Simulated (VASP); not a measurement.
# NaSc (P4/mmm) in VASP: further runs

NaSc is run at these levels: LDA; tasks: single point, relaxation of volume and atoms at fixed shape.

All numbers are computed with VASP 6.6.1; they aren't measurements. Logs are shortened: lines on timing, memory, paths and dates and some standing lists are left out, and cuts for length are marked.

## (1) The cell of the first run

Symmetry: P4/mmm, No. 123, tetragonal system. Conventional cell: a = 3.310 Å, b = 3.310 Å, c = 4.681 Å, α = 90.00°, β = 90.00°, γ = 90.00°. Na (site symmetry 4/mmm) has 4 Na at 3.31 Å and 8 Sc at 3.31 Å within 4.4 Å. Sc (site symmetry 4/mmm) has 8 Na at 3.31 Å and 4 Sc at 3.31 Å within 4.4 Å.

## (2) Single point, LDA

Contents of INCAR:

```
PREC = Accurate
ENCUT = 520
EDIFF = 1E-6
ISMEAR = -1
SIGMA = 0.1
LREAL = F
LASPH = T
NELM = 80
ALGO = Normal
ISIF = 2
LWAVE = F
LCHARG = T
LELF = T
LVHAR = T
NBANDS = 26
```

Contents of KPOINTS:

```
Automatic mesh
0
Gamma
  4 4 4
```

Contents of POSCAR:

```
NaSc
1.0
    4.6805051145      0.0000000000      0.0000000000
    0.0000000000      4.6805051145      0.0000000000
    0.0000000000      0.0000000000      4.6805051145
Na Sc
2 2
Direct
    0.0000000000      0.0000000000      0.0000000000
    0.0000000000      0.5000000000      0.5000000000
    0.5000000000      0.0000000000      0.5000000000
    0.5000000000      0.5000000000      0.0000000000
```

Potentials or basis: VASP PAW LDA potentials, release 64 (Na_pv, Sc_sv).

Started as:

```
> cat potpaw_LDA.64/Na_pv/POTCAR potpaw_LDA.64/Sc_sv/POTCAR > POTCAR
> mpirun -np 1 vasp_std > vasp.out
```

OUTCAR:

```text
PREC = Accurate
   ENCUT = 520
   EDIFF = 1E-6
   ISMEAR = -1
   LREAL = F
   LASPH = T
   NELM = 80
   ISIF = 2

 ion  position               nearest neighbor table
   1  0.000  0.000  0.000-
   2  0.000  0.500  0.500-
   3  0.500  0.000  0.500-   4 3.31   4 3.31   4 3.31   4 3.31
   4  0.500  0.500  0.000-   3 3.31   3 3.31   3 3.31   3 3.31

  LATTYP: Found a simple cubic cell.
 ALAT       =     4.6805051145

  Lattice vectors:

 A1 = (   4.6805051145,   0.0000000000,   0.0000000000)
 A2 = (   0.0000000000,   4.6805051145,   0.0000000000)
 A3 = (   0.0000000000,   0.0000000000,   4.6805051145)

Analysis of symmetry for initial positions (statically):
=====================================================================
 Subroutine PRICEL returns following result:

  LATTYP: Found a simple tetragonal cell.
 ALAT       =     3.3096169058
 C/A-ratio  =     1.4142135624

  Lattice vectors:

 A1 = (   0.0000000000,   2.3402525572,  -2.3402525572)
 A2 = (   0.0000000000,   2.3402525572,   2.3402525573)
 A3 = (   4.6805051145,   0.0000000000,   0.0000000000)

   2 primitive cells build up your supercell.

 Routine SETGRP: Setting up the symmetry group for a
 simple cubic supercell.

 Subroutine GETGRP returns: Found 16 space group operations
 (whereof 16 operations were pure point group operations)
 out of a pool of 48 trial point group operations.

The static configuration has the point symmetry D_4h.

Analysis of symmetry for dynamics (positions and initial velocities):
=====================================================================
 Subroutine PRICEL returns following result:

  LATTYP: Found a simple tetragonal cell.
 ALAT       =     3.3096169058
 C/A-ratio  =     1.4142135624

  Lattice vectors:

 A1 = (   0.0000000000,   2.3402525572,  -2.3402525572)
 A2 = (   0.0000000000,   2.3402525572,   2.3402525573)
 A3 = (   4.6805051145,   0.0000000000,   0.0000000000)

   2 primitive cells build up your supercell.

 Routine SETGRP: Setting up the symmetry group for a
 simple cubic supercell.

 Subroutine GETGRP returns: Found 16 space group operations
 (whereof 16 operations were pure point group operations)
[... 87 lines left out ...]
   ISTART =      0    job   : 0-new  1-cont  2-samecut
   ICHARG =      2    charge: 1-file 2-atom 10-const
   ISPIN  =      1    spin polarized calculation?
   LNONCOLLINEAR =      F non collinear calculations
   LSORBIT =      F    spin-orbit coupling
   LASPH  =      T    aspherical Exc in radial PAW
   ENCUT  =  520.0 eV  38.22 Ry    6.18 a.u.   8.70  8.70  8.70*2*pi/ulx,y,z
   NELM   =     80;   NELMIN=  2; NELMDL= -5     # of ELM steps
   EDIFF  = 0.1E-05   stopping-criterion for ELM
   LREAL  =      F    real-space projection
   EDIFFG = 0.1E-04   stopping-criterion for IOM
   NSW    =      0    number of steps for IOM
   IBRION =     -1    ionic relax: 0-MD 1-quasi-New 2-CG
   NFREE  =      0    steps in history (QN), initial steepest desc. (CG)
   ISIF   =      2    stress and relaxation
   ISYM   =      2    0-nonsym 1-usesym 2-fastsym
   POTIM  = 0.5000    time-step for ionic-motion
   TEBEG  =    0.0;   TEEND  =   0.0 temperature during run
   PSTRESS=    0.0 pullay stress
   NELECT =      36.0000    total number of electrons
   NUPDOWN=      -1.0000    fix difference up-down
   EMIN   =  10.00;   EMAX   =-10.00  energy-range for DOS
   EFERMI =   0.00;   METHOD = LEGACY
   ISMEAR =    -1;   SIGMA  =   0.10  broadening in eV -4-tet -1-fermi 0-gaus
   EFERMI_NEDOS =   21; number of points for ismear=-14 and -15
   IALGO  =     38    algorithm
   IMIX   =      4    mixing-type and parameters
     AMIX     =   0.40;   BMIX     =  1.00
     AMIX_MAG =   1.60;   BMIX_MAG =  1.00
  volume/ion in A,a.u.               =      25.63       172.99
  Fermi-wavevector in a.u.,A,eV,Ry     =   1.154914  2.182471 18.147806  1.333826
  Thomas-Fermi vector in A             =   2.291547
   LORBIT       =      0    0 simple, 1 ext, 2 COOP (PROOUT), +10 PAW based schemes
   GGA     = CA    functional components
   LHFCALC =     F    Hartree Fock is set to
   AEXX    =    0.0000 exact exchange contribution
   IVDW    =     0    specifies the selected vdW correction
   LEPSILON=     F    determine dielectric tensor
   LRPA    =     F    only Hartree local field effects (RPA)
 non-spin polarized calculation
  energy-cutoff  :      520.00
  volume of cell :      102.54
 maximum number of plane-waves:      2800
 NGX is ok and might be reduce to    36
   NGX = 17   NGY = 17   NGZ = 17

 number of electron      36.0000016 magnetization

 Free energy of the ion-electron system (eV)
  ---------------------------------------------------
  ext. energy  EPLUGINS =         0.00000000
  ---------------------------------------------------
  free energy    TOTEN  =       -14.29887229 eV

  energy without entropy =      -14.08741990  energy(sigma->0) =      -14.19314610

 E-fermi :   2.2605     XC(G=0):  -8.9859

 val. band max:        2.2104216079   @ k =   0.2500   0.2500   0.0000
 cond. band min:       2.2652518684   @ k =   0.2500   0.2500   0.2500
 fundamental gap:      0.0548302605
 Fermi energy:         2.2604689606

 k-point     1 :       0.0000    0.0000    0.0000
  band No.  band energies     occupation
      1     -47.2240      2.00000
      2     -47.1894      2.00000
      3     -26.2712      2.00000
      4     -26.2312      2.00000
      5     -26.2191      2.00000
      6     -26.2191      2.00000
[... 511 lines left out ...]
     25       3.9624      0.00000
     26       3.9634      0.00000

------------------------ aborting loop because EDIFF is reached ----------------------------------------

  FORCE on cell =-STRESS in cart. coord.  units (eV):
  Direction    XX          YY          ZZ          XY          YZ          ZX
  --------------------------------------------------------------------------------------
  -------------------------------------------------------------------------------------
  Total        1.5693129     -0.8068518     -0.8068518      0.0000000      0.0000000      0.0000000
  in kB       24.5212138    -12.6074196    -12.6074196      0.0000000      0.0000000      0.0000000
  external PRESSURE =      -0.2312085 kB  Pullay stress =       0.0000000 kB

 VOLUME and BASIS-vectors are now :
 -----------------------------------------------------------------------------
  energy-cutoff  :      520.00
  volume of cell :      102.54
      direct lattice vectors                 reciprocal lattice vectors
     4.680505114  0.000000000  0.000000000     0.213652154  0.000000000  0.000000000
     0.000000000  4.680505114  0.000000000     0.000000000  0.213652154  0.000000000
     0.000000000  0.000000000  4.680505114     0.000000000  0.000000000  0.213652154

 POSITION                                       TOTAL-FORCE (eV/Angst)
 -----------------------------------------------------------------------------------
      0.00000      0.00000      0.00000         0.000000     -0.000000     -0.000000
      0.00000      2.34025      2.34025         0.000000     -0.000000     -0.000000
      2.34025      0.00000      2.34025        -0.000000      0.000000      0.000000
      2.34025      2.34025      0.00000        -0.000000      0.000000      0.000000
 -----------------------------------------------------------------------------------
    total drift:                                0.000000      0.000000      0.000000

  FREE ENERGIE OF THE ION-ELECTRON SYSTEM (eV)
  ---------------------------------------------------
  free  energy   TOTEN  =       -14.2988722896 eV

  energy  without entropy=      -14.0874199047  energy(sigma->0) =      -14.19314610
```

OSZICAR:

```text
N       E                     dE             d eps       ncg     rms          rms(c)
DAV:   1     0.567734005850E+03    0.56773E+03   -0.17454E+04   992   0.149E+03
DAV:   2     0.196266952460E+02   -0.54811E+03   -0.53878E+03  1192   0.583E+02
DAV:   3    -0.153440953577E+02   -0.34971E+02   -0.34127E+02  1522   0.192E+02
DAV:   4    -0.163849200791E+02   -0.10408E+01   -0.10239E+01  1476   0.303E+01
DAV:   5    -0.164108483784E+02   -0.25928E-01   -0.25786E-01  1520   0.496E+00    0.698E+00
DAV:   6    -0.144046542300E+02    0.20062E+01   -0.76219E+00  1432   0.194E+01    0.147E+00
DAV:   7    -0.143276489140E+02    0.77005E-01   -0.19915E-01  1356   0.416E+00    0.778E-01
DAV:   8    -0.142996877582E+02    0.27961E-01   -0.41682E-02  1428   0.127E+00    0.204E-01
DAV:   9    -0.142988769542E+02    0.81080E-03   -0.46842E-03  1502   0.568E-01    0.399E-02
DAV:  10    -0.142988753635E+02    0.15907E-05   -0.18391E-04  1492   0.107E-01    0.164E-02
DAV:  11    -0.142988723971E+02    0.29664E-05   -0.14980E-05  1436   0.350E-02    0.284E-03
DAV:  12    -0.142988722896E+02    0.10752E-06   -0.80737E-07   824   0.949E-03
   1 F= -.14298872E+02 E0= -.14193146E+02  d E =-.211452E+00
```

stdout:

```text
POSCAR found type information on POSCAR NaSc
 POSCAR found :  2 types and       4 ions
 scaLAPACK will be used
 LDA part: xc-table for (Slater(with rela. corr.)+CA(PZ))
 , standard interpolation
 POSCAR, INCAR and KPOINTS ok, starting setup
 FFT: planning ... GRIDC
 FFT: planning ... GRID_SOFT
 FFT: planning ... GRID
 WAVECAR not read
 entering main loop
```

Run time: 31 s. Hardware: 1 thread of AMD EPYC 7R43 (Zen 3), shared host; peak memory 0.15 GiB.

Results:

- Free energy: -14.2989 eV
- Pressure: 0.0 GPa
- Band gap on the k mesh: zero (band 18 reaches 2.47 eV, above the bottom of band 19 at 2.27 eV)

Stress tensor (GPa, compression positive):
```
 2.45  0.00  0.00
 0.00 -1.26  0.00
 0.00  0.00 -1.26
```

## (3) Relaxation of volume and atoms at fixed shape, LDA

This run uses another cell than the first one, of 31.53 Å³/atom, 1.230 times its volume.

Contents of INCAR:

```
SYSTEM = NaSc
PREC = Accurate ; ENCUT = 600
EDIFF = 1E-6 ; ISMEAR = -1
SIGMA = 0.1 ; LREAL = .FALSE.
LASPH = .TRUE. ; NELM = 100
ALGO = Normal ; ISIF = 8
LWAVE = .FALSE. ; LCHARG = .FALSE.
IBRION = 2 ; NSW = 80
EDIFFG = -0.01
```

Contents of KPOINTS:

```
regular mesh
0
G
  4 4 4
  0 0 0
```

Contents of POSCAR:

```
NaSc
1.0
    5.0150000000      0.0000000000      0.0000000000
    0.0000000000      5.0150000000      0.0000000000
    0.0000000000      0.0000000000      5.0150000000
Na Sc
2 2
Direct
    0.0000000000      0.0000000000      0.0000000000
    0.0000000000      0.5000000000      0.5000000000
    0.5000000000      0.0000000000      0.5000000000
    0.5000000000      0.5000000000      0.0000000000
```

Potentials or basis: VASP PAW LDA potentials, release 64 (Na_pv, Sc_sv).

Started as:

```
> cat potpaw_LDA.64/Na_pv/POTCAR potpaw_LDA.64/Sc_sv/POTCAR > POTCAR
> mpirun -np 1 vasp_std > vasp.out
```

Run time: 2.2 min. Hardware: 1 thread of Intel Xeon Platinum 8259CL at 2.50GHz (Skylake/Cascade Lake), shared host; peak memory 0.23 GiB.

The run converged. Its results:

```yaml
Free_energy: -14.3012 eV
Relaxed_volume: 25.58 Å³/atom
Relaxed_cell: a = 4.677 Å, b = 4.677 Å, c = 4.677 Å, α = 90.00°, β = 90.00°, γ = 90.00°
Space_group_after_relaxing_to_0.05_Å: P4/mmm (No. 123)
Energy_gained_by_relaxing: 87.8 meV/atom
Ionic_steps: 4
Pressure_after_relaxing: 0.1 GPa
Band_gap_on_the_k_mesh: zero (band 18 reaches 2.48 eV, above the bottom of band 19 at 2.27 eV)
```

Stress tensor (GPa, compression positive):
```
 2.55  0.00  0.00
 0.00 -1.18  0.00
 0.00  0.00 -1.18
```

The path:
| step | energy change (eV) | largest force (eV/Å) | pressure (GPa) | volume (Å³) |
| --- | --- | --- | --- | --- |
| 1 | 0.0000 | 0.0000 | -4.04 | 126.13 |
| 2 | -0.2801 | 0.0000 | -2.20 | 112.17 |
| 3 | -0.3498 | 0.0000 | -0.38 | 103.85 |
| 4 | -0.3513 | 0.0000 | 0.06 | 102.33 |

Final structure:
```yaml
crystal:
  lattice:
    - [4.67736, 0.00000, 0.00000]
    - [0.00000, 4.67736, 0.00000]
    - [0.00000, 0.00000, 4.67736]
  atoms:
    - { symbol: Na, position: [0.00000, 0.00000, 0.00000] }
    - { symbol: Na, position: [0.00000, 0.50000, 0.50000] }
    - { symbol: Sc, position: [0.50000, 0.00000, 0.50000] }
    - { symbol: Sc, position: [0.50000, 0.50000, 0.00000] }
```

Levels at points of the mesh, in eV from the Fermi level:
```
           k point  band 15  band 16  band 17  band 18  band 19  band 20  band 21  band 22
(0.00, 0.00, 0.00)    -4.61    -1.00    -0.54    -0.15     0.51     0.60     0.60     2.05
(0.50, 0.00, 0.00)    -3.25    -2.35    -0.80    -0.08     0.06     0.06     1.19     1.91
(0.00, 0.50, 0.00)    -2.80    -2.80     0.21     0.21     0.62     0.62     0.67     0.67
(0.50, 0.50, 0.00)    -1.45    -1.45    -1.28    -1.28     0.79     0.79     0.89     0.89
(0.00, 0.50, 0.50)    -1.69    -1.69    -0.86    -0.86     0.09     0.09     0.34     0.34
(0.50, 0.50, 0.50)    -1.00    -1.00    -0.74    -0.74     0.33     0.33     0.61     0.61
```

Caveat: the volume moved by over 15 % at a fixed basis, so the end points are rough.
